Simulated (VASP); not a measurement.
# AlRu (sol) (Pm-3m) in VASP: notebook

The runs below take AlRu (sol) through single point, relaxation of cell and atoms, with PBEsol.

Program: VASP 6.6.1. These are calculated values, not measurements. Logs are shortened: lines on timing, memory, paths and dates and some standing lists are left out, and cuts for length are marked.

## 1. The cell of the first run

The structure is cubic, space group Pm-3m (No. 221). The conventional cell has a = 2.982 Å, b = 2.982 Å, c = 2.982 Å, α = 90.00°, β = 90.00°, γ = 90.00°. Al (site symmetry m-3m) has 8 Ru at 2.58 Å and 6 Al at 2.98 Å within 3.4 Å. Within 3.4 Å of Ru (site symmetry m-3m) lie 8 Al at 2.58 Å and 6 Ru at 2.98 Å.

## 2. Single point, PBEsol

Input file INCAR:

```
SYSTEM = AlRu
PREC = Accurate
ENCUT = 500
EDIFF = 1E-6
ISMEAR = 0
SIGMA = 0.1
LREAL = .FALSE.
LASPH = .TRUE.
NELM = 120
ALGO = Normal
ISIF = 2
LWAVE = .FALSE.
LCHARG = .FALSE.
GGA = PS
NBANDS = 16
GGA_COMPAT = .FALSE.
```

Input file KPOINTS:

```
regular mesh
0
G
  6 6 6
  0 0 0
```

Input file POSCAR:

```
AlRu
1.0
    2.9824954400      0.0000000000      0.0000000000
    0.0000000000      2.9824954400      0.0000000000
    0.0000000000      0.0000000000      2.9824954400
Al Ru
1 1
Direct
    0.0000000000      0.0000000000      0.0000000000
    0.5000000000      0.5000000000      0.5000000000
```

Potentials or basis: VASP PAW PBE potentials, release 64 (Al, Ru_pv).

Command:

```console
$ cat potpaw_PBE.64/Al/POTCAR potpaw_PBE.64/Ru_pv/POTCAR > POTCAR
$ mpirun -np 1 vasp_std > vasp.out
```

OUTCAR:

```text
SYSTEM = AlRu
   PREC = Accurate
   ENCUT = 500
   EDIFF = 1E-6
   ISMEAR = 0
   LREAL = .FALSE.
   LASPH = .TRUE.
   NELM = 120
   ISIF = 2
   GGA = PS

 ion  position               nearest neighbor table
   1  0.000  0.000  0.000-   2 2.58   2 2.58   2 2.58   2 2.58   2 2.58   2 2.58   2 2.58   2 2.58

   2  0.500  0.500  0.500-   1 2.58   1 2.58   1 2.58   1 2.58   1 2.58   1 2.58   1 2.58   1 2.58

  LATTYP: Found a simple cubic cell.
 ALAT       =     2.9824954400

  Lattice vectors:

 A1 = (   2.9824954400,   0.0000000000,   0.0000000000)
 A2 = (   0.0000000000,   2.9824954400,   0.0000000000)
 A3 = (   0.0000000000,   0.0000000000,   2.9824954400)

Analysis of symmetry for initial positions (statically):
=====================================================================
 Subroutine PRICEL returns:
 Original cell was already a primitive cell.

 Routine SETGRP: Setting up the symmetry group for a
 simple cubic supercell.

 Subroutine GETGRP returns: Found 48 space group operations
 (whereof 48 operations were pure point group operations)
 out of a pool of 48 trial point group operations.

The static configuration has the point symmetry O_h .

Analysis of symmetry for dynamics (positions and initial velocities):
=====================================================================
 Subroutine PRICEL returns:
 Original cell was already a primitive cell.

 Routine SETGRP: Setting up the symmetry group for a
 simple cubic supercell.

 Subroutine GETGRP returns: Found 48 space group operations
 (whereof 48 operations were pure point group operations)
 out of a pool of 48 trial point group operations.

The dynamic configuration has the point symmetry O_h .

 Subroutine INISYM returns: Found 48 space group operations
 (whereof 48 operations are pure point group operations),
 and found     1 'primitive' translations

----------------------------------------------------------------------------------------

                                     Primitive cell

  volume of cell :      26.5301

  direct lattice vectors                    reciprocal lattice vectors
     2.982495440  0.000000000  0.000000000     0.335289700  0.000000000  0.000000000
     0.000000000  2.982495440  0.000000000     0.000000000  0.335289700  0.000000000
     0.000000000  0.000000000  2.982495440     0.000000000  0.000000000  0.335289700

  length of vectors
     2.982495440  2.982495440  2.982495440     0.335289700  0.335289700  0.335289700

  position of ions in fractional coordinates (direct lattice)
     0.000000000  0.000000000  0.000000000
     0.500000000  0.500000000  0.500000000

  ion indices of the primitive-cell ions
   primitive index   ion index
                 1           1
                 2           2

----------------------------------------------------------------------------------------

 KPOINTS: regular mesh

Automatic generation of k-mesh.
 Grid dimensions read from file:
 generate k-points for:    6    6    6

 Generating k-lattice:

  Cartesian coordinates                     Fractional coordinates (reciprocal lattice)
     0.055881617  0.000000000  0.000000000     0.166666667  0.000000000  0.000000000
     0.000000000  0.055881617  0.000000000     0.000000000  0.166666667  0.000000000
     0.000000000  0.000000000  0.055881617     0.000000000  0.000000000  0.166666667

  Length of vectors
     0.055881617  0.055881617  0.055881617

  Shift w.r.t. Gamma in fractional coordinates (k-lattice)
     0.000000000  0.000000000  0.000000000

 Subroutine IBZKPT returns following result:
 ===========================================

 Found     20 irreducible k-points:

 Following reciprocal coordinates:
            Coordinates               Weight
  0.000000  0.000000  0.000000      1.000000
  0.166667  0.000000  0.000000      6.000000
  0.333333  0.000000  0.000000      6.000000
  0.500000  0.000000  0.000000      3.000000
  0.166667  0.166667  0.000000     12.000000
  0.333333  0.166667  0.000000     24.000000
[... 12 lines left out ...]
  0.500000  0.500000  0.333333      6.000000
  0.500000  0.500000  0.500000      1.000000
   k-points           NKPTS =     20   k-points in BZ     NKDIM =     20   number of bands    NBANDS=     16
   number of dos      NEDOS =    301   number of ions     NIONS =      2
   total plane-waves  NPLWV =  13824
   dimension x,y,z NGX =    24 NGY =   24 NGZ =   24
   dimension x,y,z NGXF=    48 NGYF=   48 NGZF=   48
   ions per type =               1   1
   NGX,Y,Z   is equivalent  to a cutoff of  13.38, 13.38, 13.38 a.u.
   NGXF,Y,Z  is equivalent  to a cutoff of  26.76, 26.76, 26.76 a.u.
 SYSTEM =  AlRu
   PREC   = accura    normal or accurate (medium, high low for compatibility)
   ISTART =      0    job   : 0-new  1-cont  2-samecut
   ICHARG =      2    charge: 1-file 2-atom 10-const
   ISPIN  =      1    spin polarized calculation?
   LNONCOLLINEAR =      F non collinear calculations
   LSORBIT =      F    spin-orbit coupling
   LASPH  =      T    aspherical Exc in radial PAW
   ENCUT  =  500.0 eV  36.75 Ry    6.06 a.u.   5.44  5.44  5.44*2*pi/ulx,y,z
   NELM   =    120;   NELMIN=  2; NELMDL= -5     # of ELM steps
   EDIFF  = 0.1E-05   stopping-criterion for ELM
   LREAL  =      F    real-space projection
   EDIFFG = 0.1E-04   stopping-criterion for IOM
   NSW    =      0    number of steps for IOM
   IBRION =     -1    ionic relax: 0-MD 1-quasi-New 2-CG
   NFREE  =      0    steps in history (QN), initial steepest desc. (CG)
   ISIF   =      2    stress and relaxation
   ISYM   =      2    0-nonsym 1-usesym 2-fastsym
   POTIM  = 0.5000    time-step for ionic-motion
   TEBEG  =    0.0;   TEEND  =   0.0 temperature during run
   PSTRESS=    0.0 pullay stress
   NELECT =      17.0000    total number of electrons
   NUPDOWN=      -1.0000    fix difference up-down
   EMIN   =  10.00;   EMAX   =-10.00  energy-range for DOS
   EFERMI =   0.00;   METHOD = LEGACY
   ISMEAR =     0;   SIGMA  =   0.10  broadening in eV -4-tet -1-fermi 0-gaus
   EFERMI_NEDOS =   21; number of points for ismear=-14 and -15
   IALGO  =     38    algorithm
   IMIX   =      4    mixing-type and parameters
     AMIX     =   0.40;   BMIX     =  1.00
     AMIX_MAG =   1.60;   BMIX_MAG =  1.00
  volume/ion in A,a.u.               =      13.27        89.52
  Fermi-wavevector in a.u.,A,eV,Ry     =   1.411382  2.667126 27.102807  1.992000
  Thomas-Fermi vector in A             =   2.533239
   LORBIT       =      0    0 simple, 1 ext, 2 COOP (PROOUT), +10 PAW based schemes
   GGA     = PS    functional components
   LHFCALC =     F    Hartree Fock is set to
   AEXX    =    0.0000 exact exchange contribution
   IVDW    =     0    specifies the selected vdW correction
   LEPSILON=     F    determine dielectric tensor
   LRPA    =     F    only Hartree local field effects (RPA)
 non-spin polarized calculation
 Gauss-broadening in eV      SIGMA  =   0.10
  energy-cutoff  :      500.00
  volume of cell :       26.53
 maximum number of plane-waves:       691
 NGX is ok and might be reduce to    24
   NGX = 11   NGY = 11   NGZ = 11

 number of electron      16.9999995 magnetization

 Free energy of the ion-electron system (eV)
  ---------------------------------------------------
  ext. energy  EPLUGINS =         0.00000000
  ---------------------------------------------------
  free energy    TOTEN  =       -15.52482055 eV

  energy without entropy =      -15.51264731  energy(sigma->0) =      -15.51873393

 E-fermi :  10.5956     XC(G=0): -12.7364

 val. band max:       10.5333714714   @ k =   0.1667   0.1667   0.0000
 cond. band min:      10.5982874186   @ k =   0.3333   0.1667   0.0000
 fundamental gap:      0.0649159472
 Fermi energy:        10.5955763778

 k-point     1 :       0.0000    0.0000    0.0000
  band No.  band energies     occupation
      1     -31.0018      2.00000
      2     -31.0018      2.00000
      3     -31.0018      2.00000
      4       0.9870      2.00000
      5       7.0946      2.00000
      6       7.0946      2.00000
[... 8 lines left out ...]
     15      22.6755      0.00000
     16      25.9784      0.00000

 k-point     2 :       0.1667    0.0000    0.0000
  band No.  band energies     occupation
      1     -31.0568      2.00000
      2     -30.9972      2.00000
      3     -30.9972      2.00000
      4       1.5171      2.00000
      5       7.2313      2.00000
      6       7.2758      2.00000
[... 8 lines left out ...]
     15      23.0672      0.00000
     16      27.7258      0.00000

 k-point     3 :       0.3333    0.0000    0.0000
  band No.  band energies     occupation
      1     -31.1656      2.00000
      2     -30.9879      2.00000
      3     -30.9879      2.00000
      4       2.9780      2.00000
      5       6.8260      2.00000
      6       7.6788      2.00000
[... 8 lines left out ...]
     15      23.9206      0.00000
     16      25.7687      0.00000

 k-point     4 :       0.5000    0.0000    0.0000
  band No.  band energies     occupation
      1     -31.2194      2.00000
      2     -30.9832      2.00000
      3     -30.9832      2.00000
      4       4.8220      2.00000
      5       5.2309      2.00000
      6       7.9063      2.00000
[... 8 lines left out ...]
     15      23.5893      0.00000
     16      23.5893      0.00000
[... 248 lines left out ...]
 k-point    18 :       0.5000    0.3333    0.3333
  band No.  band energies     occupation
      1     -31.1799      2.00000
      2     -31.1242      2.00000
      3     -31.1219      2.00000
      4       5.5000      2.00000
      5       6.6202      2.00000
      6       6.7258      2.00000
[... 8 lines left out ...]
     15      21.9767      0.00000
     16      22.6783      0.00000

 k-point    19 :       0.5000    0.5000    0.3333
  band No.  band energies     occupation
      1     -31.1737      2.00000
      2     -31.1737      2.00000
      3     -31.1174      2.00000
      4       5.6030      2.00000
      5       6.4579      2.00000
      6       6.4579      2.00000
[... 8 lines left out ...]
     15      20.7694      0.00000
     16      22.6715      0.00000

 k-point    20 :       0.5000    0.5000    0.5000
  band No.  band energies     occupation
      1     -31.1678      2.00000
      2     -31.1678      2.00000
      3     -31.1678      2.00000
      4       6.0350      2.00000
      5       6.0350      2.00000
      6       6.0350      2.00000
[... 8 lines left out ...]
     15      19.3728      0.00000
     16      22.5414      0.00000

------------------------ aborting loop because EDIFF is reached ----------------------------------------

  FORCE on cell =-STRESS in cart. coord.  units (eV):
  Direction    XX          YY          ZZ          XY          YZ          ZX
  --------------------------------------------------------------------------------------
  -------------------------------------------------------------------------------------
  Total       -0.2268759     -0.2268759     -0.2268759      0.0000000      0.0000000     -0.0000000
  in kB      -13.7012313    -13.7012313    -13.7012313      0.0000000      0.0000000     -0.0000000
  external PRESSURE =     -13.7012313 kB  Pullay stress =       0.0000000 kB

 VOLUME and BASIS-vectors are now :
 -----------------------------------------------------------------------------
  energy-cutoff  :      500.00
  volume of cell :       26.53
      direct lattice vectors                 reciprocal lattice vectors
     2.982495440  0.000000000  0.000000000     0.335289700  0.000000000  0.000000000
     0.000000000  2.982495440  0.000000000     0.000000000  0.335289700  0.000000000
     0.000000000  0.000000000  2.982495440     0.000000000  0.000000000  0.335289700

 POSITION                                       TOTAL-FORCE (eV/Angst)
 -----------------------------------------------------------------------------------
      0.00000      0.00000      0.00000         0.000000      0.000000      0.000000
      1.49125      1.49125      1.49125         0.000000      0.000000      0.000000
 -----------------------------------------------------------------------------------
    total drift:                                0.000000     -0.000000     -0.000000

  FREE ENERGIE OF THE ION-ELECTRON SYSTEM (eV)
  ---------------------------------------------------
  free  energy   TOTEN  =       -15.5248205498 eV

  energy  without entropy=      -15.5126473114  energy(sigma->0) =      -15.51873393
```

It took 4.9 s on 1 thread of Intel Xeon Platinum 8488C (Sapphire Rapids), shared host; peak memory 0.14 GiB.

Results:

```
Free energy : -15.5248 eV
Pressure    : -1.4 GPa
```

Caveat: the PAW data sets were made with another functional, which shifts forces and pressure a little.

## 3. Single point, PBEsol

This run uses another cell than the first one, of 13.18 Å³/atom, 0.994 times its volume.

Input file INCAR:

```
PREC     = Accurate       # precision mode
ENCUT    = 500            # plane-wave cutoff, eV
EDIFF    = 1E-6           # SCF threshold, eV
ISMEAR   = 0              # smearing method
SIGMA    = 0.1            # smearing width, eV
LREAL    = False          # projectors in reciprocal space
LASPH    = True           # aspherical terms in the spheres
NELM     = 120            # most SCF steps
ALGO     = Normal         # electronic algorithm
ISIF     = 2              # what is computed and relaxed
LWAVE    = False          # write WAVECAR
LCHARG   = False          # write CHGCAR
GGA      = PS             # functional
NBANDS   = 16             # bands
GGA_COMPAT= False
```

Input file KPOINTS:

```
regular mesh
0
Gamma
  14 14 14
```

Input file POSCAR:

```
AlRu
1.0
    2.9762217273      0.0000000000      0.0000000000
    0.0000000000      2.9762217273      0.0000000000
    0.0000000000      0.0000000000      2.9762217273
Al Ru
1 1
Direct
    0.0000000000      0.0000000000      0.0000000000
    0.5000000000      0.5000000000      0.5000000000
```

Potentials or basis: VASP PAW PBE potentials, release 64 (Al, Ru_pv).

Command:

```console
$ cat potpaw_PBE.64/Al/POTCAR potpaw_PBE.64/Ru_pv/POTCAR > POTCAR
$ mpirun -np 1 vasp_std > vasp.out
```

It took 17 s on 1 thread of Intel Xeon Platinum 8488C (Sapphire Rapids), shared host; peak memory 0.17 GiB.

Results (log left out):

```yaml
Free_energy: -15.5184 eV
Pressure: 0.1 GPa
```

Levels at points of the mesh, in eV from the Fermi level:
```
           k point  band 6  band 7  band 8  band 9  band 10  band 11  band 12  band 13
(0.00, 0.00, 0.00)   -3.67    0.20    0.20    0.20     6.15     6.15     6.15    11.09
(0.50, 0.00, 0.00)   -2.85   -1.63   -1.63    0.46     2.34     7.44    11.08    11.08
(0.50, 0.50, 0.00)   -1.38   -1.38   -1.19   -1.19     1.57     5.38     6.44    10.72
(0.50, 0.50, 0.50)   -4.72    1.67    1.67    2.70     4.14     4.14     4.14     8.72
```

Caveat: the PAW data sets were made with another functional, which shifts forces and pressure a little.

## 4. Relaxation of cell and atoms, PBEsol

Input file INCAR:

```
SYSTEM = AlRu
  PREC = Accurate
  ENCUT = 500
  EDIFF = 1E-7
  ISMEAR = 0
  SIGMA = 0.1
  LREAL = .FALSE.
  LASPH = .TRUE.
  NELM = 120
  ALGO = Normal
  ISIF = 3
  LWAVE = .FALSE.
  LCHARG = .FALSE.
  GGA = PS
  IBRION = 2
  NSW = 100
  EDIFFG = -0.002
  GGA_COMPAT = .FALSE.
  NELMIN = 4
```

Input file KPOINTS:

```
regular mesh
0
G
  14 14 14
  0 0 0
```

Input file POSCAR:

```
AlRu
1.0
    2.9824954400      0.0000000000      0.0000000000
    0.0000000000      2.9824954400      0.0000000000
    0.0000000000      0.0000000000      2.9824954400
Al Ru
1 1
Direct
    0.0000000000      0.0000000000      0.0000000000
    0.5000000000      0.5000000000      0.5000000000
```

Command:

```console
$ cat potpaw_PBE.64/Al/POTCAR potpaw_PBE.64/Ru_pv/POTCAR > POTCAR
$ mpirun -np 1 vasp_std > vasp.out
```

Run time: 32 s. Hardware: 1 thread of Intel Xeon Platinum 8488C (Sapphire Rapids), shared host; peak memory 0.17 GiB.

It converged, with:

- Free energy: -15.5184 eV
- Relaxed volume: 13.19 Å³/atom
- Relaxed cell: a = 2.977 Å, b = 2.977 Å, c = 2.977 Å, α = 90.00°, β = 90.00°, γ = 90.00°
- Space group after relaxing (to 0.05 Å): Pm-3m (No. 221)
- Energy gained by relaxing: 0.3 meV/atom
- Ionic steps: 3
- Pressure after relaxing: 0.0 GPa

The path:
```csv
step,energy change (eV),largest force (eV/Å),pressure (GPa),volume (Å³)
1,0.0000,0.0000,-1.27,26.53
2,0.0010,0.0000,2.10,26.13
3,-0.0006,0.0000,0.00,26.38
```

Final structure:
```xyz
2
Lattice="2.9767 0.0000 0.0000 0.0000 2.9767 0.0000 0.0000 0.0000 2.9767" Properties=species:S:1:pos:R:3 pbc="T T T"
Al    0.0000    0.0000    0.0000
Ru    1.4883    1.4883    1.4883
```

Levels at points of the mesh, in eV from the Fermi level:
```tsv
k point	band 5	band 6	band 7	band 8	band 9	band 10	band 11	band 12
(0.00, 0.00, 0.00)	-3.67	-3.67	0.20	0.20	0.20	6.15	6.15	6.15
(0.50, 0.00, 0.00)	-5.50	-2.85	-1.63	-1.63	0.46	2.34	7.44	11.08
(0.50, 0.50, 0.00)	-3.15	-1.38	-1.38	-1.19	-1.19	1.57	5.38	6.44
(0.50, 0.50, 0.50)	-4.71	-4.71	1.67	1.67	2.70	4.14	4.14	4.14
```

Caveat: the PAW data sets were made with another functional, which shifts forces and pressure a little.

## 5. The runs side by side

```csv
task,cell,k mesh,gap on the mesh (eV),pressure (GPa)
single point,"a = 2.982 Å, 2 atoms",6 × 6 × 6,none,-1.4
single point,"a = 2.976 Å, 2 atoms",14 × 14 × 14,none,0.1
relaxation of cell and atoms,"relaxed from a = 2.982 Å, 2 atoms",14 × 14 × 14,none,0.0
```

Alike in all rows: level PBEsol; potentials or basis VASP PAW PBE potentials, release 64 (Al, Ru_pv); no spin polarisation; cutoff (eV) 500; smearing gaussian 0.1 eV.

Caveats: the PAW data sets were made with another functional, which shifts forces and pressure a little.

Absolute energies hang on the potentials; compare differences alone.
